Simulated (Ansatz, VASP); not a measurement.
**One calculation of CdSi2, two programs**

```
Cd Si
1.0
     3.74332    0.00000    0.00000
    -1.87166    3.24181    0.00000
     0.00000    0.00000   10.41998
Cd Si
2 4
Cartesian
  0.0000 2.1612 2.6050
  1.8717 1.0806 7.8150
  0.0000 2.1612 9.9437
  1.8717 1.0806 0.4763
  1.8717 1.0806 4.7337
  0.0000 2.1612 5.6863
```

Change from the starting cell: species swapped into the TcB2 type (P6_3/mmc, No. 194).

Alike in both runs: functional PBE; k mesh 6 × 6 × 2; occupations gaussian, width 0.1 eV; no spin polarisation.

Ansatz relaxed the structure, and its values are those at the end. VASP's run is a single point on that final structure, the one shown.

```csv
,VASP,Ansatz
version,VASP 6.6.1,Ansatz 0.2.0
potentials or method,"VASP PAW PBE potentials, release 64 (Cd, Si), cutoff 520 eV","scalar-relativistic, plane waves, PAW"
valence electrons in the cell,40,56
```

```csv
,VASP,Ansatz,Ansatz less VASP
gap on the k mesh at the Fermi level (eV),none,none,-
pressure (GPa),0.2,0.1,-0.07
rms of the force components (eV/Å),0.024,0.014,-0.0093
```

A gap of «none» marks a metal or a gap that the smearing closes. The functional is the same, so the differences come from potentials, cutoffs and numerics. VASP's potentials hold 40 valence electrons a cell and Ansatz's 56, so a difference there can come from the potentials and not from the codes.
